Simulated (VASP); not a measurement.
# In (Fm-3m) in VASP: notebook, part 2 of 2

VASP 6.6.1.

## Step 3: Single point, r2SCAN0

POSCAR reads:

```
In
1.0
    0.0000000000      2.3577359631      2.3577359631
    2.3577359631      0.0000000000      2.3577359631
    2.3577359631      2.3577359631      0.0000000000
In
1
Direct
    0.0000000000      0.0000000000      0.0000000000
```

INCAR.step1 reads:

```
PREC = Accurate
ENCUT = 520
EDIFF = 1E-5
ISMEAR = -1
SIGMA = 0.1
LREAL = False
LASPH = True
NELM = 80
ALGO = Normal
ISIF = 2
LWAVE = True
LCHARG = False
GGA = PE
NBANDS = 12
```

INCAR.step2 reads:

```
PREC = Accurate
ENCUT = 520
EDIFF = 1E-6
ISMEAR = -1
SIGMA = 0.1
LREAL = False
LASPH = True
NELM = 80
ALGO = Normal
ISIF = 2
LWAVE = False
LCHARG = False
METAGGA = R2SCAN
LHFCALC = True
AEXX = 0.25
LMIXTAU = True
PRECFOCK = Normal
ISTART = 1
NBANDS = 12
```

KPOINTS reads:

```
Automatic mesh
0
Gamma
  6 6 6
```

Potentials or basis: VASP PAW PBE potentials, release 64 (In_d).

On the command line:

```console
cat potpaw_PBE.64/In_d/POTCAR > POTCAR
cp INCAR.step1 INCAR
mpirun -np 1 vasp_std > vasp.out
cp INCAR.step2 INCAR
mpirun -np 1 vasp_std > vasp.out
```

OUTCAR:

```text
PREC = Accurate
   ENCUT = 520
   EDIFF = 1E-6
   ISMEAR = -1
   LREAL = False
   LASPH = True
   NELM = 80
   ISIF = 2
   METAGGA = R2SCAN
   LHFCALC = True
   AEXX = 0.25
   PRECFOCK = Normal
   ISTART = 1

 ion  position               nearest neighbor table
   1  0.000  0.000  0.000-

  LATTYP: Found a face centered cubic cell.
 ALAT       =     4.7154719262

  Lattice vectors:

 A1 = (   0.0000000000,   2.3577359631,   2.3577359631)
 A2 = (   2.3577359631,   0.0000000000,   2.3577359631)
 A3 = (   2.3577359631,   2.3577359631,   0.0000000000)

Analysis of symmetry for initial positions (statically):
=====================================================================
 Subroutine PRICEL returns:
 Original cell was already a primitive cell.

 Routine SETGRP: Setting up the symmetry group for a
 face centered cubic supercell.

 Subroutine GETGRP returns: Found 48 space group operations
 (whereof 48 operations were pure point group operations)
 out of a pool of 48 trial point group operations.

The static configuration has the point symmetry O_h .

Analysis of symmetry for dynamics (positions and initial velocities):
=====================================================================
 Subroutine PRICEL returns:
 Original cell was already a primitive cell.

 Routine SETGRP: Setting up the symmetry group for a
 face centered cubic supercell.

 Subroutine GETGRP returns: Found 48 space group operations
 (whereof 48 operations were pure point group operations)
 out of a pool of 48 trial point group operations.

The dynamic configuration has the point symmetry O_h .

 Subroutine INISYM returns: Found 48 space group operations
 (whereof 48 operations are pure point group operations),
 and found     1 'primitive' translations

[... 111 lines left out ...]
   ENCUT4O =  -1.0   cutoff for four orbital integrals eV
   NKREDX  =     1    reduce k-point grid by
   NKREDY  =     1    reduce k-point grid by
   NKREDZ  =     1    reduce k-point grid by
   AEXX    =    0.2500 exact exchange contribution
   HFSCREEN=    0.0000 screening length (either q_TF or 0.3 A-1)
   HFSCREENC=   0.0000 screening length for correlation (either q_TF or 0.3 A-1)
   ENCUTFOCK=  -1.0 apply spherical cutoff to Coloumb kernel
   IVDW    =     0    specifies the selected vdW correction
   LEPSILON=     F    determine dielectric tensor
   LRPA    =     F    only Hartree local field effects (RPA)
 non-spin polarized calculation
  energy-cutoff  :      520.00
  volume of cell :       26.21
 maximum number of plane-waves:       725
 NGX is ok and might be reduce to    28
  NGX = 20; NGY = 20; NGZ = 20

 number of electron      13.0000004 magnetization

 Free energy of the ion-electron system (eV)
  ---------------------------------------------------
  ext. energy  EPLUGINS =         0.00000000
  ---------------------------------------------------
  free energy    TOTEN  =       -18.35823381 eV

  energy without entropy =      -18.35050372  energy(sigma->0) =      -18.35436877

 E-fermi :   7.4470     XC(G=0):  -8.6846

 val. band max:        6.6312090315   @ k =  -0.3333   0.3333   0.0000
 cond. band min:       7.4808515433   @ k =  -0.3333   0.3333   0.0000
 fundamental gap:      0.8496425118
 Fermi energy:         7.4470045239

 k-point     1 :       0.0000    0.0000    0.0000
  band No.  band energies     occupation
      1     -10.1038      2.00000
      2     -10.1038      2.00000
      3     -10.1038      2.00000
      4      -9.9192      2.00000
      5      -9.9192      2.00000
      6      -4.2066      2.00000
      7      19.7994      0.00000
      8      19.7994      0.00000
      9      19.7994      0.00000
     10      20.5119      0.00000
     11      23.0455      0.00000
     12      23.0455      0.00000
[... 211 lines left out ...]
 k-point    16 :      -0.3333    0.5000    0.1667
  band No.  band energies     occupation
      1     -10.1998      2.00000
      2     -10.1544      2.00000
      3      -9.8885      2.00000
      4      -9.8351      2.00000
      5      -9.7151      2.00000
      6       5.4266      2.00000
      7       5.5224      2.00000
      8       9.2183      0.00000
      9      10.0179      0.00000
     10      20.2453      0.00000
     11      20.5051      0.00000
     12      26.6540      0.00000

------------------------ aborting loop because EDIFF is reached ----------------------------------------

  FORCE on cell =-STRESS in cart. coord.  units (eV):
  Direction    XX          YY          ZZ          XY          YZ          ZX
  --------------------------------------------------------------------------------------
  -------------------------------------------------------------------------------------
  Total       -0.3078748     -0.3078748     -0.3078748      0.0000000      0.0000000      0.0000000
  in kB      -18.8178154    -18.8178154    -18.8178154      0.0000000      0.0000000      0.0000000
  external PRESSURE =     -18.8178154 kB  Pullay stress =       0.0000000 kB

 VOLUME and BASIS-vectors are now :
 -----------------------------------------------------------------------------
  energy-cutoff  :      520.00
  volume of cell :       26.21
      direct lattice vectors                 reciprocal lattice vectors
     0.000000000  2.357735963  2.357735963    -0.212067851  0.212067851  0.212067851
     2.357735963  0.000000000  2.357735963     0.212067851 -0.212067851  0.212067851
     2.357735963  2.357735963  0.000000000     0.212067851  0.212067851 -0.212067851

 POSITION                                       TOTAL-FORCE (eV/Angst)
 -----------------------------------------------------------------------------------
      0.00000      0.00000      0.00000         0.000000      0.000000      0.000000
 -----------------------------------------------------------------------------------
    total drift:                               -0.000000     -0.000000     -0.000000

  FREE ENERGIE OF THE ION-ELECTRON SYSTEM (eV)
  ---------------------------------------------------
  free  energy   TOTEN  =       -18.3582338148 eV

  energy  without entropy=      -18.3505037167  energy(sigma->0) =      -18.35436877
```

OSZICAR.step1:

```text
N       E                     dE             d eps       ncg     rms          rms(c)
DAV:   1     0.794618381184E+02    0.79462E+02   -0.62828E+03   384   0.137E+03
DAV:   2     0.101992797587E+01   -0.78442E+02   -0.76741E+02   408   0.293E+02
DAV:   3    -0.254439843531E+01   -0.35643E+01   -0.35544E+01   452   0.645E+01
DAV:   4    -0.261540173705E+01   -0.71003E-01   -0.70981E-01   492   0.909E+00
DAV:   5    -0.261900600102E+01   -0.36043E-02   -0.36042E-02   524   0.184E+00    0.228E+00
DAV:   6    -0.259509895666E+01    0.23907E-01   -0.38394E-02   496   0.400E+00    0.114E+00
DAV:   7    -0.259049935200E+01    0.45996E-02   -0.12280E-02   496   0.209E+00    0.257E-01
DAV:   8    -0.259023400227E+01    0.26535E-03   -0.95449E-04   544   0.514E-01    0.331E-02
DAV:   9    -0.259024104192E+01   -0.70396E-05   -0.11144E-05   392   0.485E-02
   1 F= -.25902410E+01 E0= -.25825243E+01  d E =-.154335E-01
```

It took 8.2 min on 1 thread of Intel Xeon 6975P-C (Granite Rapids), shared host; peak memory 0.17 GiB.

What came out:

- Free energy: -18.3582 eV
- Pressure: -1.9 GPa
- Band gap on the k mesh: zero (an odd number of electrons rules out a gap without spin polarisation)

Levels at points of the mesh, in eV from the Fermi level:
```tsv
k point	band 2	band 3	band 4	band 5	band 6	band 7	band 8	band 9	band 10	band 11
(0.00, 0.00, 0.00)	-17.55	-17.55	-17.37	-17.37	-11.65	12.35	12.35	12.35	13.06	15.60
(0.50, 0.00, 0.00)	-17.54	-17.54	-17.20	-17.20	-5.40	-4.47	9.99	9.99	12.44	14.07
(0.50, 0.50, 0.00)	-17.68	-17.21	-17.16	-17.16	-3.08	-2.49	5.05	5.05	8.56	8.77
```

Caveat: the k points lie up to 0.38 Å⁻¹ apart, too coarse for converged energies and pressures of a metal; the PAW data sets were made with another functional, which shifts forces and pressure a little; spin-orbit coupling is left out, which moves the levels of the heavy elements.
